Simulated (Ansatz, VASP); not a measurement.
One calculation of AlCo3, two programs

```
CELL_PARAMETERS angstrom
3.46064 0.00000 0.00000
0.00000 3.46064 0.00000
0.00000 0.00000 3.46064
ATOMIC_POSITIONS crystal
Al 0.00000 0.00000 0.00000
Co 0.50000 0.50000 0.00000
Co 0.50000 0.00000 0.50000
Co 0.00000 0.50000 0.50000
```

Alike in both runs: functional LDA; k mesh 12 × 12 × 12; occupations gaussian, width 0.1 eV; collinear spin.

Ansatz relaxed the structure, and its values are those at the end. VASP's run is a single point on that final structure, the one shown.

|  | VASP | Ansatz |
| --- | --- | --- |
| version | VASP 6.6.1 | Ansatz 0.2.0 |
| potentials or method | VASP PAW LDA potentials, release 64 (Al, Co), cutoff 520 eV | scalar-relativistic, plane waves, PAW |
| valence electrons in the cell | 30 | 54 |

|  | VASP | Ansatz | Ansatz less VASP |
| --- | --- | --- | --- |
| gap on the k mesh at the Fermi level (eV) | none | none | - |
| pressure (GPa) | -0.3 | 0.0 | +0.30 |
| net moment per atom (μB) | 0.30 | 0.35 | +0.052 |
| size of the moment on the site where the two differ most (μB) | 0.40 | 0.47 | +0.073 |

LDA's correlation is that of Perdew and Zunger in VASP and of Perdew and Wang (1992) in Ansatz. Site moments also hang on the region over which each program counts them. A gap of «none» marks a metal or a gap that the smearing closes. VASP's potentials hold 30 valence electrons a cell and Ansatz's 54, so a difference there can come from the potentials and not from the codes.
